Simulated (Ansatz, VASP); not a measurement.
**One calculation of SnO2, two programs**

The input INCAR:

```
PREC = Accurate ; ENCUT = 520
EDIFF = 1E-6 ; ISMEAR = 0
SIGMA = 0.05 ; LREAL = False
LASPH = True ; NELM = 80
ALGO = Normal ; ISIF = 2
LWAVE = False ; LCHARG = True
GGA = PE ; LELF = True
LVHAR = True ; NBANDS = 35
```

Contents of KPOINTS:

```
regular mesh
0
Gamma
  6 6 8
```

The input POSCAR:

```
SnO2
1.0
    4.6093243421      0.0000000000      0.0000000000
    0.0000000000      5.0456441457      0.0000000000
    0.0000000000      0.0000000000      3.2381666599
Sn O
2 4
Direct
    0.5000000000      0.5000000000      0.5000000000
    0.0000000000      0.0000000000      0.0000000000
    0.3064962475      0.3066616298      0.0000000000
    0.8064962475      0.1933383702      0.5000000000
    0.1935037525      0.8066616298      0.5000000000
    0.6935037525      0.6933383702      0.0000000000
```

Input for Ansatz:

```yaml
crystal:
  lattice:
    - [4.6093243421, 0.0, 0.0]
    - [0.0, 5.0456441457, 0.0]
    - [0.0, 0.0, 3.2381666599]
  atoms:
    - { symbol: Sn, position: [0.5, 0.5, 0.5] }
    - { symbol: Sn, position: [0.0, 0.0, 0.0] }
    - { symbol: O, position: [0.3064962475, 0.3066616298, 0.0] }
    - { symbol: O, position: [0.8064962475, 0.1933383702, 0.5] }
    - { symbol: O, position: [0.1935037525, 0.8066616298, 0.5] }
    - { symbol: O, position: [0.6935037525, 0.6933383702, 0.0] }
basis:
  ecutwfc: 420
kpoints:
  mp_grid: { grid: [6, 6, 8] }
hamiltonian:
  xc: pbe
scf:
  occupations: { method: gaussian, width: 0.05 }
output:
  forces: true
  stress: true
  eigenvalues: true
```

Change from the starting cell: strain -0.0450 x Voigt [1, -1, 0, 0, 0, 0], atoms carried along.

Alike in both runs: task single point; functional PBE; k mesh 6 × 6 × 8; occupations gaussian, width 0.05 eV; no spin polarisation.

```csv
,VASP,Ansatz
version,VASP 6.6.1,Ansatz 0.2.0
potentials or method,"VASP PAW PBE potentials, release 64 (Sn_d, O), cutoff 520 eV","scalar-relativistic, plane waves, PAW"
valence electrons in the cell,52,52
```

VASP gave:

* gap on the k mesh at the Fermi level (eV): 0.64
* least direct gap on the mesh (eV): 0.64
* pressure (GPa): 0.6
* traceless stress, the component that is largest in VASP (GPa): -3.83
* rms of the force components (eV/Å): 0.031

**Question.** What did Ansatz give for the same quantities?

**Answer.** gap on the k mesh at the Fermi level (eV): 0.65; least direct gap on the mesh (eV): 0.65; pressure (GPa): 0.0; traceless stress, the component that is largest in VASP (GPa): -3.78; rms of the force components (eV/Å): 0.035.

Atom by atom the forces differ by 0.008 eV/Å (rms over components).
